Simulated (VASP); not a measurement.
# H3W12C13 in VASP: a series of runs, part 2 of 2

VASP 6.6.1.

### Step 3. Single point, PBE

File INCAR:

```
SYSTEM = H3W12C13
PREC = Accurate
ENCUT = 520
EDIFF = 1E-6
ISMEAR = 0
SIGMA = 0.05
LREAL = Auto
LASPH = .TRUE.
NELM = 100
ALGO = Normal
ISIF = 2
LWAVE = .FALSE.
LCHARG = .FALSE.
GGA = PE
NBANDS = 132
```

File KPOINTS:

```
Automatic mesh
0
G
  3 3 1
  0 0 0
```

File POSCAR:

```
H3W12C13
1.0
    5.8108000000      0.0000000000      0.0000000000
   -2.9054000000      5.0323000000      0.0000000000
    0.0000000000      0.0000000000     19.1003750000
W C H
12 13 3
Direct
    0.0000000000      0.0000000000      0.0523549900
   -0.0000425419     -0.0002109712      0.2016657641
   -0.0004342990      0.0033447865      0.3520876001
    0.0000000200      0.5000000400      0.0523549900
   -0.0001460050      0.4997403862      0.2017212139
    0.0011486895      0.5023120856      0.3540097775
    0.5000000000      0.0000000000      0.0523549900
    0.4998033524     -0.0002198825      0.2016647080
    0.5037601098      0.0033413411      0.3520884338
    0.5000000200      0.5000000400      0.0523549900
    0.4997796466      0.4995794037      0.2016199700
    0.5015224379      0.5030572694      0.3536618133
    0.3333333400      0.1666666800      0.1267030100
    0.3332314289      0.1665291414      0.2741844108
    0.3315063207      0.1629681332      0.4199747915
    0.3333333600      0.6666667200      0.1267030100
    0.3340137497      0.6648523706      0.2735674821
    0.3348995672      0.6833477159      0.4112204996
    0.8333333400      0.1666666800      0.1267030100
    0.8325327149      0.1651202527      0.2738454773
    0.8341123784      0.1681679498      0.4184281793
    0.8333333600      0.6666667200      0.1267030100
    0.8307727772      0.6648391108      0.2735757996
    0.8484692211      0.6833869169      0.4112229252
    0.4197383552      0.3393963326      0.4753300607
    0.8381825486      0.1761997618      0.4755229330
    0.6053551418      0.3920709753      0.5026999535
    0.2868118180      0.3921150275      0.5026929505
```

Potentials or basis: VASP PAW PBE potentials, release 64 (W_sv, C, H).

On the command line:

```sh
> cat potpaw_PBE.64/W_sv/POTCAR potpaw_PBE.64/C/POTCAR potpaw_PBE.64/H/POTCAR > POTCAR
> mpirun -np 1 vasp_std > vasp.out
```

OUTCAR:

```text
SYSTEM = H3W12C13
   PREC = Accurate
   ENCUT = 520
   EDIFF = 1E-6
   ISMEAR = 0
   LREAL = Auto
   LASPH = .TRUE.
   NELM = 100
   ISIF = 2
   GGA = PE

 ion  position               nearest neighbor table
   1  0.000  0.000  0.052-  22 2.20  19 2.20  13 2.20   2 2.85  10 2.91   4 2.91  10 2.91   4 2.91
                             7 2.91   7 2.91
   2  1.000  1.000  0.202-  20 2.17  23 2.17  14 2.18  22 2.20  13 2.21  19 2.21   1 2.85   3 2.87
                            11 2.90   8 2.90   5 2.91   5 2.91   8 2.91  11 2.91
   3  1.000  0.003  0.352-  24 1.97  21 2.09  15 2.11  20 2.23  14 2.24  23 2.27   2 2.87   9 2.88
                             6 2.90  12 2.90  12 2.91   6 2.92   9 2.93
   4  0.000  0.500  0.052-  19 2.20  16 2.20  22 2.20   5 2.85   7 2.91   1 2.91   1 2.91   7 2.91
                            10 2.91  10 2.91
   5  1.000  0.500  0.202-  17 2.17  23 2.17  20 2.18  19 2.21  22 2.21  16 2.21   4 2.85  11 2.91
                             8 2.91   2 2.91   2 2.91   8 2.91  11 2.91   6 2.91
   6  0.001  0.502  0.354-  18 2.01  24 2.01  21 2.08  17 2.27  23 2.27  20 2.29   3 2.90   9 2.90
                            12 2.91  12 2.91   5 2.91   9 2.92   3 2.92
   7  0.500  0.000  0.052-  16 2.20  13 2.20  19 2.20   8 2.85  10 2.91   4 2.91   4 2.91  10 2.91
                             1 2.91   1 2.91
   8  0.500  1.000  0.202-  20 2.17  17 2.17  14 2.18  16 2.20  13 2.21  19 2.21   7 2.85   9 2.87
                            11 2.90   2 2.90   5 2.91   5 2.91   2 2.91  11 2.91
   9  0.504  0.003  0.352-  18 1.97  21 2.09  15 2.11  20 2.23  14 2.24  17 2.27   8 2.87   3 2.88
                             6 2.90  12 2.90  12 2.91   6 2.92   3 2.93
  10  0.500  0.500  0.052-  13 2.20  22 2.20  16 2.20  11 2.85   1 2.91   7 2.91   7 2.91   1 2.91
                             4 2.91   4 2.91
  11  0.500  0.500  0.202-  23 2.16  17 2.16  14 2.17  13 2.20  16 2.21  22 2.21  10 2.85  12 2.90
                             2 2.90   8 2.90   5 2.91   5 2.91   8 2.91   2 2.91
  12  0.502  0.503  0.354-  18 2.06  24 2.06  15 2.13  23 2.26  17 2.26  14 2.27  25 2.47   9 2.90
                             3 2.90  11 2.90   6 2.91   6 2.91   3 2.91   9 2.91
  13  0.333  0.167  0.127-  10 2.20   7 2.20   1 2.20  11 2.20   8 2.21   2 2.21
  14  0.333  0.167  0.274-  11 2.17   2 2.18   8 2.18   3 2.24   9 2.24  12 2.27
  15  0.332  0.163  0.420-  25 1.38   9 2.11   3 2.11  12 2.13
  16  0.333  0.667  0.127-   7 2.20   4 2.20  10 2.20   8 2.20  11 2.21   5 2.21
  17  0.334  0.665  0.274-  11 2.16   5 2.17   8 2.17  12 2.26   9 2.27   6 2.27
  18  0.335  0.683  0.411-   9 1.97   6 2.01  12 2.06
  19  0.833  0.167  0.127-   4 2.20   1 2.20   7 2.20   5 2.21   2 2.21   8 2.21
  20  0.833  0.165  0.274-   8 2.17   2 2.17   5 2.18   9 2.23   3 2.23   6 2.29
  21  0.834  0.168  0.418-  26 1.09   6 2.08   3 2.09   9 2.09
  22  0.833  0.667  0.127-   1 2.20  10 2.20   4 2.20   2 2.20  11 2.21   5 2.21
  23  0.831  0.665  0.274-  11 2.16   5 2.17   2 2.17  12 2.26   3 2.27   6 2.27
  24  0.848  0.683  0.411-   3 1.97   6 2.01  12 2.06
  25  0.420  0.339  0.475-  27 1.10  28 1.10  15 1.38  12 2.47
  26  0.838  0.176  0.476-  21 1.09
  27  0.605  0.392  0.503-  25 1.10
  28  0.287  0.392  0.503-  25 1.10

  LATTYP: Found a hexagonal cell.
 ALAT       =     5.8108000000
 C/A-ratio  =     3.2870473945

  Lattice vectors:

 A1 = (   5.8108000000,   0.0000000000,   0.0000000000)
 A2 = (  -2.9054000000,   5.0323000000,   0.0000000000)
 A3 = (   0.0000000000,   0.0000000000,  19.1003750000)

Analysis of symmetry for initial positions (statically):
=====================================================================
 Subroutine PRICEL returns:
 Original cell was already a primitive cell.

 Routine SETGRP: Setting up the symmetry group for a
 hexagonal supercell.

 Subroutine GETGRP returns: Found  1 space group operations
 (whereof  1 operations were pure point group operations)
[... 136 lines left out ...]
   NGX,Y,Z   is equivalent  to a cutoff of  13.73, 13.73, 12.53 a.u.
   NGXF,Y,Z  is equivalent  to a cutoff of  27.47, 27.47, 25.07 a.u.
 SYSTEM =  H3W12C13
   PREC   = accura    normal or accurate (medium, high low for compatibility)
   ISTART =      0    job   : 0-new  1-cont  2-samecut
   ICHARG =      2    charge: 1-file 2-atom 10-const
   ISPIN  =      1    spin polarized calculation?
   LNONCOLLINEAR =      F non collinear calculations
   LSORBIT =      F    spin-orbit coupling
   LASPH  =      T    aspherical Exc in radial PAW
   ENCUT  =  520.0 eV  38.22 Ry    6.18 a.u.  10.80 10.80 35.51*2*pi/ulx,y,z
   NELM   =    100;   NELMIN=  2; NELMDL= -5     # of ELM steps
   EDIFF  = 0.1E-05   stopping-criterion for ELM
   LREAL  =      T    real-space projection
   EDIFFG = 0.1E-04   stopping-criterion for IOM
   NSW    =      0    number of steps for IOM
   IBRION =     -1    ionic relax: 0-MD 1-quasi-New 2-CG
   NFREE  =      0    steps in history (QN), initial steepest desc. (CG)
   ISIF   =      2    stress and relaxation
   ISYM   =      2    0-nonsym 1-usesym 2-fastsym
   POTIM  = 0.5000    time-step for ionic-motion
   TEBEG  =    0.0;   TEEND  =   0.0 temperature during run
   PSTRESS=    0.0 pullay stress
   NELECT =     223.0000    total number of electrons
   NUPDOWN=      -1.0000    fix difference up-down
   EMIN   =  10.00;   EMAX   =-10.00  energy-range for DOS
   EFERMI =   0.00;   METHOD = LEGACY
   ISMEAR =     0;   SIGMA  =   0.05  broadening in eV -4-tet -1-fermi 0-gaus
   EFERMI_NEDOS =   21; number of points for ismear=-14 and -15
   IALGO  =     38    algorithm
   IMIX   =      4    mixing-type and parameters
     AMIX     =   0.40;   BMIX     =  1.00
     AMIX_MAG =   1.60;   BMIX_MAG =  1.00
  volume/ion in A,a.u.               =      19.95       134.61
  Fermi-wavevector in a.u.,A,eV,Ry     =   1.205485  2.278036 19.771893  1.453193
  Thomas-Fermi vector in A             =   2.341180
   LORBIT       =      0    0 simple, 1 ext, 2 COOP (PROOUT), +10 PAW based schemes
   GGA     = PE    functional components
   LHFCALC =     F    Hartree Fock is set to
   AEXX    =    0.0000 exact exchange contribution
   IVDW    =     0    specifies the selected vdW correction
   LEPSILON=     F    determine dielectric tensor
   LRPA    =     F    only Hartree local field effects (RPA)
 non-spin polarized calculation
 Gauss-broadening in eV      SIGMA  =   0.05
  energy-cutoff  :      520.00
  volume of cell :      558.53
 maximum number of plane-waves:     15057
 NGX is ok and might be reduce to    48
   NGX = 21   NGY = 21   NGZ = 71

 number of electron     222.9999980 magnetization

 Free energy of the ion-electron system (eV)
  ---------------------------------------------------
  ext. energy  EPLUGINS =         0.00000000
  ---------------------------------------------------
  free energy    TOTEN  =      -274.51839674 eV

  energy without entropy =     -274.51340403  energy(sigma->0) =     -274.51590038

 E-fermi :   2.4040     XC(G=0):  -7.5548

 val. band max:        2.2285393454   @ k =   0.0000   0.3333   0.0000
 cond. band min:       2.4272128629   @ k =   0.0000   0.0000   0.0000
 fundamental gap:      0.1986735174
 Fermi energy:         2.4039709946

 k-point     1 :       0.0000    0.0000    0.0000
  band No.  band energies     occupation
      1     -71.5131      2.00000
      2     -71.4941      2.00000
      3     -71.4593      2.00000
      4     -71.4570      2.00000
      5     -71.4518      2.00000
      6     -71.4406      2.00000
[... 619 lines left out ...]
    122       4.5395      0.00000
    123       4.6242      0.00000
 [bands above 123 left out]

------------------------ aborting loop because EDIFF is reached ----------------------------------------

  FORCE on cell =-STRESS in cart. coord.  units (eV):
  Direction    XX          YY          ZZ          XY          YZ          ZX
  --------------------------------------------------------------------------------------
  -------------------------------------------------------------------------------------
  Total        6.1595798      7.8491991     -3.8675653     -0.0004693      0.0329253     -0.0052824
  in kB       17.6692177     22.5160178    -11.0944019     -0.0013464      0.0944488     -0.0151530
  external PRESSURE =       9.6969445 kB  Pullay stress =       0.0000000 kB

 VOLUME and BASIS-vectors are now :
 -----------------------------------------------------------------------------
  energy-cutoff  :      520.00
  volume of cell :      558.53
      direct lattice vectors                 reciprocal lattice vectors
     5.810800000  0.000000000  0.000000000     0.172093343  0.099358146  0.000000000
    -2.905400000  5.032300000  0.000000000     0.000000000  0.198716293  0.000000000
     0.000000000  0.000000000 19.100375000     0.000000000  0.000000000  0.052354993

 POSITION                                       TOTAL-FORCE (eV/Angst)
 -----------------------------------------------------------------------------------
      0.00000      0.00000      1.00000         0.008383      0.013878      0.886225
      2.90577      5.03124      3.85189        -0.000423      0.001457     -0.009302
      5.79856      0.01683      6.72501         0.006704      0.025014     -0.018222
     -1.45270      2.51615      1.00000        -0.000130     -0.012777      0.907928
      4.35801      2.51484      3.85295         0.000170     -0.003513     -0.009488
     -1.45274      2.52779      6.76172        -0.000045     -0.018121     -0.030180
[... 20 lines left out ...]
      2.37847      1.97302      9.60176         0.011015      0.007733      0.008387
      0.52736      1.97324      9.60162        -0.010320      0.007220      0.008906
 -----------------------------------------------------------------------------------
    total drift:                               -0.000247     -0.010859      0.067741

  FREE ENERGIE OF THE ION-ELECTRON SYSTEM (eV)
  ---------------------------------------------------
  free  energy   TOTEN  =      -274.5183967350 eV

  energy  without entropy=     -274.5134040296  energy(sigma->0) =     -274.51590038
```

It took 24 min on 1 thread of Intel Xeon Platinum 8488C (Sapphire Rapids), shared host; peak memory 0.79 GiB.

What came out:

```yaml
Free_energy: -274.5184 eV
Largest_force: 0.961 eV/Å
Band_gap_on_the_k_mesh: zero (an odd number of electrons rules out a gap without spin polarisation)
```

Forces in eV/Å, atoms in the order of the input:
```
W    0.008  0.014  0.886
W    0.000  0.001 -0.009
W    0.007  0.025 -0.018
W    0.000 -0.013  0.908
W    0.000 -0.004 -0.009
W    0.000 -0.018 -0.030
W   -0.009  0.014  0.886
W    0.000  0.003 -0.009
W   -0.004  0.024 -0.018
W    0.000 -0.024  0.880
W   -0.001 -0.001 -0.004
W    0.001  0.001 -0.029
C    0.000  0.034 -0.961
C    0.002 -0.004 -0.005
C   -0.001 -0.051  0.013
C   -0.014 -0.023 -0.958
C    0.005 -0.006  0.013
C    0.007 -0.003  0.091
C    0.000  0.029 -0.901
C    0.001  0.001  0.002
C   -0.003  0.001  0.064
C    0.013 -0.023 -0.958
C   -0.003 -0.005  0.010
C   -0.007 -0.006  0.091
C   -0.001  0.021  0.033
H   -0.001  0.000  0.015
H    0.011  0.008  0.008
H   -0.010  0.007  0.009
```

Levels at points of the mesh, in eV from the Fermi level:
```
           k point  band 109  band 110  band 111  band 112  band 113  band 114  band 115  band 116
(0.00, 0.00, 0.00)      0.02      0.54      0.66      0.67      0.68      1.10      1.20      1.74
```

Caveat: the k points lie up to 0.42 Å⁻¹ apart, too coarse for converged energies and pressures of a metal; spin-orbit coupling is left out, which moves the levels of the heavy elements.
